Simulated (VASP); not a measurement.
# Re (Fd-3m) in VASP: notebook, part 2 of 2

VASP 6.6.1.

**3. Single point, RPBE (25.62 Å³/atom)**

This run uses another cell than the first one, of 25.62 Å³/atom.

File INCAR:

```
ALGO = Normal
EDIFF = 1E-6
ENCUT = 520
GGA = RP
ISIF = 2
ISMEAR = -1
LASPH = True
LCHARG = False
LREAL = False
LWAVE = False
NBANDS = 14
NELM = 100
PREC = Accurate
SIGMA = 0.1
```

File KPOINTS:

```
k-points
0
Gamma
  11 11 11
```

File POSCAR:

```
Re
1.0
    0.0000000000      2.9481608214      2.9481608214
    2.9481608214      0.0000000000      2.9481608214
    2.9481608214      2.9481608214      0.0000000000
Re
2
Direct
    0.1250000000      0.1250000000      0.1250000000
    0.8750000000      0.8750000000      0.8750000000
```

Potentials or basis: VASP PAW PBE potentials, release 64 (Re).

Launch:

```bash
cat potpaw_PBE.64/Re/POTCAR > POTCAR
mpirun -np 1 vasp_std > vasp.out
```

OUTCAR:

```text
EDIFF = 1E-6
   ENCUT = 520
   GGA = RP
   ISIF = 2
   ISMEAR = -1
   LASPH = True
   LREAL = False
   NELM = 100
   PREC = Accurate

 ion  position               nearest neighbor table
   1  0.125  0.125  0.125-   2 2.55   2 2.55   2 2.55   2 2.55
   2  0.875  0.875  0.875-   1 2.55   1 2.55   1 2.55   1 2.55

  LATTYP: Found a face centered cubic cell.
 ALAT       =     5.8963216428

  Lattice vectors:

 A1 = (   0.0000000000,   2.9481608214,   2.9481608214)
 A2 = (   2.9481608214,   0.0000000000,   2.9481608214)
 A3 = (   2.9481608214,   2.9481608214,   0.0000000000)

Analysis of symmetry for initial positions (statically):
=====================================================================
 Subroutine PRICEL returns:
 Original cell was already a primitive cell.

 Routine SETGRP: Setting up the symmetry group for a
 face centered cubic supercell.

 Subroutine GETGRP returns: Found 48 space group operations
 (whereof 12 operations were pure point group operations)
 out of a pool of 48 trial point group operations.

The static configuration has the point symmetry D_3d.
 The point group associated with its full space group is O_h .
[... 175 lines left out ...]
      6       0.4920      2.00000
      7       3.0653      0.00824
      8       3.0653      0.00824
      9       3.0653      0.00824
     10       5.8660      0.00000
     11       5.8660      0.00000
     12      13.0835      0.00000
     13      13.1741      0.00000
     14      14.7480      0.00000
[... 377 lines left out ...]
      1      -2.4313      2.00000
      2      -0.3900      2.00000
      3       0.1006      2.00000
      4       0.2428      2.00000
      5       0.6206      2.00000
      6       1.3845      1.99998
      7       2.2211      1.90092
      8       2.6772      0.33400
      9       3.6573      0.00002
     10       5.0318      0.00000
     11       6.0928      0.00000
     12       9.3077      0.00000
     13       9.9481      0.00000
     14      12.8778      0.00000

 [... further k-points ...]

------------------------ aborting loop because EDIFF is reached ----------------------------------------

  FORCE on cell =-STRESS in cart. coord.  units (eV):
  Direction    XX          YY          ZZ          XY          YZ          ZX
  --------------------------------------------------------------------------------------
  -------------------------------------------------------------------------------------
  Total       -5.1782946     -5.1782946     -5.1782946      0.0000000      0.0000000     -0.0000000
  in kB     -161.8876926   -161.8876926   -161.8876926      0.0000000      0.0000000     -0.0000000
  external PRESSURE =    -161.8876926 kB  Pullay stress =       0.0000000 kB

 VOLUME and BASIS-vectors are now :
 -----------------------------------------------------------------------------
  energy-cutoff  :      520.00
  volume of cell :       51.25
      direct lattice vectors                 reciprocal lattice vectors
     0.000000000  2.948160821  2.948160821    -0.169597261  0.169597261  0.169597261
     2.948160821  0.000000000  2.948160821     0.169597261 -0.169597261  0.169597261
     2.948160821  2.948160821  0.000000000     0.169597261  0.169597261 -0.169597261

 POSITION                                       TOTAL-FORCE (eV/Angst)
 -----------------------------------------------------------------------------------
      0.73704      0.73704      0.73704        -0.000000      0.000000     -0.000000
      5.15928      5.15928      5.15928         0.000000     -0.000000      0.000000
 -----------------------------------------------------------------------------------
    total drift:                                0.000000      0.000000     -0.000000

  FREE ENERGIE OF THE ION-ELECTRON SYSTEM (eV)
  ---------------------------------------------------
  free  energy   TOTEN  =       -20.3418636061 eV

  energy  without entropy=      -20.2909185652  energy(sigma->0) =      -20.31639109
```

stdout:

```text
POSCAR found type information on POSCAR Re
 POSCAR found :  1 types and       2 ions
 scaLAPACK will be used
 -----------------------------------------------------------------------------
|                                                                             |
|                                                                             |
|     You enforced a specific xc type in the INCAR file but a different       |
|     I HOPE YOU KNOW WHAT YOU ARE DOING!                                     |
|                                                                             |
 -----------------------------------------------------------------------------

 LDA part: xc-table for (Slater+PW92), standard interpolation
 POSCAR, INCAR and KPOINTS ok, starting setup
 FFT: planning ... GRIDC
 FFT: planning ... GRID_SOFT
 FFT: planning ... GRID
 WAVECAR not read
 entering main loop
```

Wall time 37 s (1 thread of Intel Xeon 8259CL, shared host); peak memory 0.19 GiB.

Results:

```
Free energy            : -20.3419 eV
Pressure               : -16.2 GPa
Band gap on the k mesh : zero (bands 7 and 8 overlap by 0.98 eV)
```

Levels at points of the mesh, in eV from the Fermi level:
```
           k point  band 5  band 6  band 7  band 8  band 9  band 10
(0.00, 0.00, 0.00)   -2.02   -2.02    0.55    0.55    0.55     3.35
```

Caveat: the cell stands under tension; the PAW data sets were made with another functional, which shifts forces and pressure a little; spin-orbit coupling is left out, which moves the levels of the heavy elements.

**4. Relaxation of cell and atoms, RPBE**

This run uses another cell than the first one, of 19.86 Å³/atom.

File INCAR:

```
SYSTEM = Re
PREC     = Accurate       ! precision mode
ENCUT    = 600            ! plane-wave cutoff, eV
EDIFF    = 1E-7           ! SCF threshold, eV
ISMEAR   = -1             ! smearing method
SIGMA    = 0.1            ! smearing width, eV
LREAL    = .FALSE.        ! projectors in reciprocal space
LASPH    = .TRUE.         ! aspherical terms in the spheres
NELM     = 100            ! most SCF steps
ALGO     = Normal         ! electronic algorithm
ISIF     = 3              ! what is computed and relaxed
LWAVE    = .FALSE.        ! write WAVECAR
LCHARG   = .FALSE.        ! write CHGCAR
GGA      = RP             ! functional
IBRION   = 2              ! ionic algorithm
NSW      = 80             ! ionic steps
EDIFFG   = -0.01          ! ionic threshold
```

File KPOINTS:

```
regular mesh
0
G
  10 10 10
  0 0 0
```

File POSCAR:

```
Re
1.0
    0.0000000000      2.7082441576      2.7082441576
    2.7082441576      0.0000000000      2.7082441576
    2.7082441576      2.7082441576      0.0000000000
Re
2
Direct
    0.1250000000      0.1250000000      0.1250000000
    0.8750000000      0.8750000000      0.8750000000
```

Launch:

```bash
cat potpaw_PBE.64/Re/POTCAR > POTCAR
mpirun -np 1 vasp_std > vasp.out
```

Wall time 92 s (1 thread of Intel Xeon 8259CL, shared host); peak memory 0.2 GiB.

The run converged. Its results:

```yaml
Free_energy: -20.6707 eV
Relaxed_volume: 22.67 Å³/atom
Relaxed_cell: a = 4.002 Å, b = 4.002 Å, c = 4.002 Å, α = 60.00°, β = 60.00°, γ = 60.00°
Space_group_after_relaxing_to_0.1_Å: Fd-3m (No. 227)
Pressure_after_relaxing: 0.0 GPa
Band_gap_on_the_k_mesh: zero (bands 7 and 8 overlap by 1.18 eV)
```

Final structure:
```
CELL_PARAMETERS angstrom
0.00000 2.83006 2.83006
2.83006 0.00000 2.83006
2.83006 2.83006 0.00000
ATOMIC_POSITIONS crystal
Re 0.12500 0.12500 0.12500
Re 0.87500 0.87500 0.87500
```

Levels at points of the mesh, in eV from the Fermi level:
```tsv
k point	band 4	band 5	band 6	band 7	band 8	band 9	band 10	band 11
(0.00, 0.00, 0.00)	-2.21	-2.21	-2.21	0.67	0.67	0.67	4.07	4.07
(0.50, 0.00, 0.00)	-2.63	-2.42	-2.42	-0.87	1.70	1.70	3.25	3.25
(0.50, 0.50, 0.00)	-2.35	-1.91	-1.91	0.03	0.03	3.63	3.63	4.60
```

Caveat: the PAW data sets were made with another functional, which shifts forces and pressure a little; spin-orbit coupling is left out, which moves the levels of the heavy elements.

**5. Single point, RPBE**

This run uses another cell than the first one, of 22.88 Å³/atom.

File INCAR:

```
PREC = Accurate
ENCUT = 520
EDIFF = 1E-6
ISMEAR = -1
SIGMA = 0.1
LREAL = False
LASPH = True
NELM = 80
ALGO = Normal
ISIF = 2
LWAVE = False
LCHARG = False
GGA = RP
NBANDS = 14
```

File KPOINTS:

```
regular mesh
0
Gamma
  16 16 16
```

File POSCAR:

```
Re
1.0
    0.0000000000      2.8388677614      2.8388677614
    2.8388677614      0.0000000000      2.8388677614
    2.8388677614      2.8388677614      0.0000000000
Re
2
Direct
    0.1250000000      0.1250000000      0.1250000000
    0.8750000000      0.8750000000      0.8750000000
```

Launch:

```bash
cat potpaw_PBE.64/Re/POTCAR > POTCAR
mpirun -np 1 vasp_std > vasp.out
```

Run time: 97 s. Hardware: 1 thread of Intel Xeon 8259CL, shared host; peak memory 0.23 GiB.

Results (log left out):

```
Free energy            : -20.6701 eV
Pressure               : -1.6 GPa
Band gap on the k mesh : zero (bands 7 and 8 overlap by 1.43 eV)
```

Levels at points of the mesh, in eV from the Fermi level:
| k point | band 4 | band 5 | band 6 | band 7 | band 8 | band 9 | band 10 | band 11 |
| --- | --- | --- | --- | --- | --- | --- | --- | --- |
| (0.00, 0.00, 0.00) | -2.22 | -2.22 | -2.22 | 0.64 | 0.64 | 0.64 | 4.00 | 4.00 |
| (0.50, 0.00, 0.00) | -2.61 | -2.41 | -2.41 | -0.88 | 1.66 | 1.66 | 3.19 | 3.19 |
| (0.50, 0.50, 0.00) | -2.35 | -1.93 | -1.93 | 0.02 | 0.02 | 3.57 | 3.57 | 4.53 |

Caveat: the PAW data sets were made with another functional, which shifts forces and pressure a little; spin-orbit coupling is left out, which moves the levels of the heavy elements.

**6. The runs side by side**

| task | cell | k mesh | cutoff (eV) | gap on the mesh (eV) | pressure (GPa) |
| --- | --- | --- | --- | --- | --- |
| single point | a = 4.119 Å, angles 60.0°, 2 atoms | 11 × 11 × 11 | 520 | none | -12.3 |
| single point | a = 4.169 Å, angles 60.0°, 2 atoms | 11 × 11 × 11 | 520 | none | -16.2 |
| relaxation of cell and atoms | relaxed from a = 3.830 Å, angles 60.0°, 2 atoms | 10 × 10 × 10 | 600 | none | 0.0 |
| single point | a = 4.015 Å, angles 60.0°, 2 atoms | 16 × 16 × 16 | 520 | none | -1.6 |

Alike in all rows: level RPBE; potentials or basis VASP PAW PBE potentials, release 64 (Re); no spin polarisation; smearing fermi-dirac 0.1 eV.

Caveats: the PAW data sets were made with another functional, which shifts forces and pressure a little; spin-orbit coupling is left out, which moves the levels of the heavy elements; the cell stands under tension (at least some runs).

Absolute energies hang on the potentials; compare differences alone.
